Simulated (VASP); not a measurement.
# WS2 (P6_3/mmc) in VASP: a series of runs, part 2 of 3

VASP 6.6.1. The steps go on from the part before.

### Step 4. Single point, PBEsol

This run uses another cell than the first one, of 16.69 Å³/atom, 0.852 times its volume.

INCAR reads:

```
ALGO = Normal ; EDIFF = 1E-7
ENCUT = 520 ; GGA = PS
ISIF = 2 ; ISMEAR = 0
LASPH = T ; LCHARG = F
LREAL = F ; LWAVE = F
NBANDS = 35 ; NELM = 80
PREC = Accurate ; SIGMA = 0.05
```

KPOINTS reads:

```
k-points
0
Gamma
  12 12 2
```

POSCAR reads:

```
WS2
1.0
    3.0599748907      0.0000000000      0.0000000000
   -1.5299874454      2.6500159903      0.0000000000
    0.0000000000      0.0000000000     12.3485284809
W S
2 4
Direct
    0.3333333333      0.6666666667      0.2500000000
    0.6666666667      0.3333333333      0.7500000000
    0.3333333333      0.6666666667      0.6068585060
    0.6666666667      0.3333333333      0.1068585060
    0.3333333333      0.6666666667      0.8931414940
    0.6666666667      0.3333333333      0.3931414940
```

Potentials or basis: VASP PAW PBE potentials, release 64 (W_sv, S).

Run with:

```console
$ cat potpaw_PBE.64/W_sv/POTCAR potpaw_PBE.64/S/POTCAR > POTCAR
$ mpirun -np 1 vasp_std > vasp.out
```

OUTCAR:

```text
EDIFF = 1E-7
   ENCUT = 520
   GGA = PS
   ISIF = 2
   ISMEAR = 0
   LASPH = T
   LREAL = F
   NELM = 80
   PREC = Accurate

 ion  position               nearest neighbor table
   1  0.333  0.667  0.250-   4 2.50   6 2.50   4 2.50   6 2.50   4 2.50   6 2.50
   2  0.667  0.333  0.750-   3 2.50   5 2.50   3 2.50   5 2.50   3 2.50   5 2.50
   3  0.333  0.667  0.607-   2 2.50   2 2.50   2 2.50
   4  0.667  0.333  0.107-   1 2.50   1 2.50   1 2.50
   5  0.333  0.667  0.893-   2 2.50   2 2.50   2 2.50
[... 1123 lines left out ...]
  -------------------------------------------------------------------------------------
  Total       -0.1759406     -0.1759406    -17.6277264      0.0000000      0.0000000     -0.0000000
  in kB       -2.8151076     -2.8151076   -282.0494899      0.0000000      0.0000000     -0.0000000
  external PRESSURE =     -95.8932350 kB  Pullay stress =       0.0000000 kB

 VOLUME and BASIS-vectors are now :
 -----------------------------------------------------------------------------
  energy-cutoff  :      520.00
  volume of cell :      100.13
      direct lattice vectors                 reciprocal lattice vectors
     3.059974891  0.000000000  0.000000000     0.326800067  0.188678107  0.000000000
    -1.529987445  2.650015990  0.000000000     0.000000000  0.377356214  0.000000000
     0.000000000  0.000000000 12.348528481     0.000000000  0.000000000  0.080981309

 POSITION                                       TOTAL-FORCE (eV/Angst)
 -----------------------------------------------------------------------------------
     -0.00000      1.76668      3.08713         0.000000     -0.000000      0.000000
      1.52999      0.88334      9.26140        -0.000000      0.000000      0.000000
     -0.00000      1.76668      7.49381         0.000000      0.000000      2.894083
      1.52999      0.88334      1.31955         0.000000     -0.000000      2.894083
     -0.00000      1.76668     11.02898         0.000000      0.000000     -2.894083
      1.52999      0.88334      4.85472        -0.000000      0.000000     -2.894083
 -----------------------------------------------------------------------------------
    total drift:                               -0.000000      0.000000     -0.000000

  FREE ENERGIE OF THE ION-ELECTRON SYSTEM (eV)
  ---------------------------------------------------
  free  energy   TOTEN  =       -49.3281421938 eV

  energy  without entropy=      -49.3281421938  energy(sigma->0) =      -49.32814219
```

OSZICAR:

```text
N       E                     dE             d eps       ncg     rms          rms(c)
DAV:   1     0.501458829226E+03    0.50146E+03   -0.28287E+04  2892   0.150E+03
DAV:   2    -0.194967899245E+02   -0.52096E+03   -0.50341E+03  3066   0.414E+02
DAV:   3    -0.511853235030E+02   -0.31689E+02   -0.30902E+02  3293   0.955E+01
DAV:   4    -0.519519401879E+02   -0.76662E+00   -0.76184E+00  3227   0.153E+01
DAV:   5    -0.519658082159E+02   -0.13868E-01   -0.13859E-01  3233   0.219E+00    0.345E+01
DAV:   6    -0.500069999291E+02    0.19588E+01   -0.80582E+00  3145   0.193E+01    0.148E+01
DAV:   7    -0.498914700405E+02    0.11553E+00   -0.66128E+00  2968   0.124E+01    0.693E+00
DAV:   8    -0.493256817755E+02    0.56579E+00   -0.12252E+00  2980   0.716E+00    0.270E+00
DAV:   9    -0.493354869358E+02   -0.98052E-02   -0.13824E-01  3153   0.180E+00    0.138E+00
DAV:  10    -0.493286725818E+02    0.68144E-02   -0.36651E-02  3023   0.132E+00    0.560E-01
DAV:  11    -0.493282177474E+02    0.45483E-03   -0.31064E-03  2987   0.357E-01    0.111E-01
DAV:  12    -0.493281391678E+02    0.78580E-04   -0.22748E-04  3106   0.796E-02    0.432E-02
DAV:  13    -0.493281457357E+02   -0.65679E-05   -0.62416E-05  3530   0.337E-02    0.627E-02
DAV:  14    -0.493281430945E+02    0.26411E-05   -0.87476E-06  2990   0.152E-02    0.292E-02
DAV:  15    -0.493281426800E+02    0.41453E-06   -0.57144E-07  2909   0.418E-03    0.209E-02
DAV:  16    -0.493281421714E+02    0.50859E-06   -0.14586E-06  3136   0.817E-03    0.428E-03
DAV:  17    -0.493281421938E+02   -0.22384E-07   -0.62506E-08  1468   0.162E-03
   1 F= -.49328142E+02 E0= -.49328142E+02  d E =-.151460E-15
```

stdout:

```text
POSCAR found type information on POSCAR W S
 POSCAR found :  2 types and       6 ions
 scaLAPACK will be used
 -----------------------------------------------------------------------------
|                                                                             |
|                                                                             |
|     You enforced a specific xc type in the INCAR file but a different       |
|     I HOPE YOU KNOW WHAT YOU ARE DOING!                                     |
|                                                                             |
 -----------------------------------------------------------------------------

 LDA part: xc-table for (Slater+PW92), standard interpolation
 POSCAR, INCAR and KPOINTS ok, starting setup
 FFT: planning ... GRIDC
 FFT: planning ... GRID_SOFT
 FFT: planning ... GRID
 WAVECAR not read
 entering main loop
```

Wall time 2.9 min (1 thread of Intel Xeon 8259CL, shared host); peak memory 0.28 GiB.

What came out:

```
Free energy            : -49.3281 eV
Pressure               : -9.6 GPa
Largest force          : 2.894 eV/Å
Band gap on the k mesh : 0.55 eV, indirect (least direct gap 1.24 eV)
```

Forces in eV/Å, atoms in the order of the input:
```
W    0.000  0.000  0.000
W    0.000  0.000  0.000
S    0.000  0.000  2.894
S    0.000  0.000  2.894
S    0.000  0.000 -2.894
S    0.000  0.000 -2.894
```

Stress tensor (GPa, compression positive):
```
 -0.28   0.00   0.00
  0.00  -0.28   0.00
  0.00   0.00 -28.20
```

Levels at points of the mesh, in eV from the valence-band top:
```
           k point  band 22  band 23  band 24  band 25  band 26  band 27  band 28  band 29  band 30  band 31
(0.00, 0.00, 0.00)    -0.80    -0.80    -0.67    -0.67    -0.19     2.41     2.41     2.76     2.76     2.87
(0.50, 0.00, 0.00)    -2.65    -1.47    -1.35    -1.02    -0.49     2.41     2.88     3.29     3.37     3.41
(0.00, 0.00, 0.50)    -0.73    -0.73    -0.73    -0.45    -0.45     2.56     2.56     2.56     2.56     2.94
(0.50, 0.00, 0.50)    -2.76    -1.38    -1.38    -0.75    -0.75     2.84     2.84     3.38     3.38     3.45
```

Caveat: the PAW data sets were made with another functional, which shifts forces and pressure a little; spin-orbit coupling is left out, which moves the levels of the heavy elements. PBEsol gaps usually lie below the measured ones, often by a third to a half.

### Step 5. Single point, PBEsol

This run uses another cell than the first one, of 16.69 Å³/atom, 0.852 times its volume.

INCAR reads:

```
PREC = Accurate ; ENCUT = 520
EDIFF = 1E-6 ; ISMEAR = 0
SIGMA = 0.05 ; LREAL = False
LASPH = True ; NELM = 100
ALGO = Normal ; ISIF = 2
LWAVE = False ; LCHARG = False
GGA = PS ; NBANDS = 35
```

KPOINTS reads:

```
Automatic mesh
0
Gamma
  12 12 2
```

POSCAR reads:

```
WS2
1.0
    3.0599748907      0.0000000000      0.0000000000
   -1.5299874454      2.6500159903      0.0000000000
    0.0000000000      0.0000000000     12.3485284809
W S
2 4
Direct
    0.3333333333      0.6666666667      0.2500000000
    0.6666666667      0.3333333333      0.7500000000
    0.3333333333      0.6666666667      0.6199879487
    0.6666666667      0.3333333333      0.1199879487
    0.3333333333      0.6666666667      0.8800120513
    0.6666666667      0.3333333333      0.3800120513
```

Potentials or basis: VASP PAW PBE potentials, release 64 (W_sv, S).

Run with:

```console
$ cat potpaw_PBE.64/W_sv/POTCAR potpaw_PBE.64/S/POTCAR > POTCAR
$ mpirun -np 1 vasp_std > vasp.out
```

OUTCAR:

```text
PREC = Accurate
   ENCUT = 520
   EDIFF = 1E-6
   ISMEAR = 0
   LREAL = False
   LASPH = True
   NELM = 100
   ISIF = 2
   GGA = PS

 ion  position               nearest neighbor table
   1  0.333  0.667  0.250-   4 2.39   6 2.39   4 2.39   6 2.39   4 2.39   6 2.39
   2  0.667  0.333  0.750-   3 2.39   5 2.39   3 2.39   5 2.39   3 2.39   5 2.39
   3  0.333  0.667  0.620-   2 2.39   2 2.39   2 2.39
   4  0.667  0.333  0.120-   1 2.39   1 2.39   1 2.39
   5  0.333  0.667  0.880-   2 2.39   2 2.39   2 2.39
   6  0.667  0.333  0.380-   1 2.39   1 2.39   1 2.39

  LATTYP: Found a hexagonal cell.
 ALAT       =     3.0599748907
 C/A-ratio  =     4.0354999377

  Lattice vectors:

 A1 = (   3.0599748907,   0.0000000000,   0.0000000000)
 A2 = (  -1.5299874454,   2.6500159903,   0.0000000000)
 A3 = (   0.0000000000,   0.0000000000,  12.3485284809)

Analysis of symmetry for initial positions (statically):
=====================================================================
 Subroutine PRICEL returns:
 Original cell was already a primitive cell.
[... 177 lines left out ...]
  free energy    TOTEN  =       -50.37545898 eV

  energy without entropy =      -50.37545898  energy(sigma->0) =      -50.37545898

 E-fermi :   8.1782     XC(G=0): -11.4640

 val. band max:        7.8638351561   @ k =   0.0000   0.0000   0.0000
 cond. band min:       8.8455194464   @ k =   0.1667   0.1667   0.0000
 fundamental gap:      0.9816842902
 Fermi energy:         8.1781579875

 k-point     1 :       0.0000    0.0000    0.0000
  band No.  band energies     occupation
      1     -66.3095      2.00000
      2     -66.3094      2.00000
      3     -30.6579      2.00000
      4     -30.6579      2.00000
      5     -30.3485      2.00000
      6     -30.3485      2.00000
[... 901 lines left out ...]
     34      12.2239      0.00000
     35      14.0499      0.00000

 [... further k-points ...]
[... 5 lines left out ...]
  --------------------------------------------------------------------------------------
  -------------------------------------------------------------------------------------
  Total        5.6713416      5.6713416      0.0102140     -0.0000000      0.0000000     -0.0000000
  in kB       90.7433534     90.7433534      0.1634279     -0.0000000      0.0000000     -0.0000000
  external PRESSURE =      60.5500449 kB  Pullay stress =       0.0000000 kB

 VOLUME and BASIS-vectors are now :
 -----------------------------------------------------------------------------
  energy-cutoff  :      520.00
  volume of cell :      100.13
      direct lattice vectors                 reciprocal lattice vectors
     3.059974891  0.000000000  0.000000000     0.326800067  0.188678107  0.000000000
    -1.529987445  2.650015990  0.000000000     0.000000000  0.377356214  0.000000000
     0.000000000  0.000000000 12.348528481     0.000000000  0.000000000  0.080981309

 POSITION                                       TOTAL-FORCE (eV/Angst)
 -----------------------------------------------------------------------------------
     -0.00000      1.76668      3.08713        -0.000000      0.000000      0.000000
      1.52999      0.88334      9.26140         0.000000     -0.000000      0.000000
     -0.00000      1.76668      7.65594        -0.000000      0.000000      0.134487
      1.52999      0.88334      1.48167        -0.000000      0.000000      0.134487
     -0.00000      1.76668     10.86685        -0.000000     -0.000000     -0.134487
      1.52999      0.88334      4.69259         0.000000      0.000000     -0.134487
 -----------------------------------------------------------------------------------
    total drift:                               -0.000000      0.000000     -0.000000

  FREE ENERGIE OF THE ION-ELECTRON SYSTEM (eV)
  ---------------------------------------------------
  free  energy   TOTEN  =       -50.3754589820 eV

  energy  without entropy=      -50.3754589820  energy(sigma->0) =      -50.37545898
```

OSZICAR:

```text
N       E                     dE             d eps       ncg     rms          rms(c)
DAV:   1     0.513194921136E+03    0.51319E+03   -0.28432E+04  2892   0.150E+03
DAV:   2    -0.195912097454E+02   -0.53279E+03   -0.51446E+03  3047   0.418E+02
DAV:   3    -0.520009274455E+02   -0.32410E+02   -0.31866E+02  3322   0.980E+01
DAV:   4    -0.527464788398E+02   -0.74555E+00   -0.74188E+00  3228   0.155E+01
DAV:   5    -0.527608064904E+02   -0.14328E-01   -0.14321E-01  3210   0.228E+00    0.423E+01
DAV:   6    -0.507586708050E+02    0.20021E+01   -0.60927E+00  3071   0.171E+01    0.179E+01
DAV:   7    -0.505423837540E+02    0.21629E+00   -0.27464E+00  2912   0.798E+00    0.644E+00
DAV:   8    -0.503779178459E+02    0.16447E+00   -0.48535E-01  3000   0.464E+00    0.241E+00
DAV:   9    -0.503795925705E+02   -0.16747E-02   -0.59731E-02  3166   0.120E+00    0.137E+00
DAV:  10    -0.503761252380E+02    0.34673E-02   -0.32208E-02  3141   0.118E+00    0.555E-01
DAV:  11    -0.503754583731E+02    0.66686E-03   -0.44535E-03  2937   0.425E-01    0.128E-01
DAV:  12    -0.503754529352E+02    0.54379E-05   -0.17138E-04  3009   0.726E-02    0.654E-02
DAV:  13    -0.503754594156E+02   -0.64805E-05   -0.32148E-05  3025   0.362E-02    0.325E-02
DAV:  14    -0.503754604570E+02   -0.10414E-05   -0.96071E-06  2844   0.156E-02    0.373E-02
DAV:  15    -0.503754589899E+02    0.14671E-05   -0.34885E-06  2389   0.129E-02    0.186E-02
DAV:  16    -0.503754589820E+02    0.79717E-08   -0.11712E-06  1499   0.505E-03
   1 F= -.50375459E+02 E0= -.50375459E+02  d E =-.672800E-21
```

stdout:

```text
POSCAR found type information on POSCAR W S
 POSCAR found :  2 types and       6 ions
 scaLAPACK will be used
 -----------------------------------------------------------------------------
|                                                                             |
|                                                                             |
|     You enforced a specific xc type in the INCAR file but a different       |
|     I HOPE YOU KNOW WHAT YOU ARE DOING!                                     |
|                                                                             |
 -----------------------------------------------------------------------------

 LDA part: xc-table for (Slater+PW92), standard interpolation
 POSCAR, INCAR and KPOINTS ok, starting setup
 FFT: planning ... GRIDC
 FFT: planning ... GRID_SOFT
 FFT: planning ... GRID
 WAVECAR not read
 entering main loop
```

It took 2.8 min on 1 thread of Intel Xeon 8259CL, shared host; peak memory 0.28 GiB.

Results:

```yaml
Free_energy: -50.3755 eV
Pressure: 6.1 GPa
Largest_force: 0.134 eV/Å
Band_gap_on_the_k_mesh: 0.98 eV, indirect (least direct gap 2.19 eV)
```

Forces on the atoms (eV/Å):
```
W    0.000  0.000  0.000
W    0.000  0.000  0.000
S    0.000  0.000  0.134
S    0.000  0.000  0.134
S    0.000  0.000 -0.134
S    0.000  0.000 -0.134
```

Caveat: the PAW data sets were made with another functional, which shifts forces and pressure a little; spin-orbit coupling is left out, which moves the levels of the heavy elements; this functional lacks dispersion, which binds the layers, so the pressure and a relaxed spacing across them are unreliable.

[end of part 2 of 3]
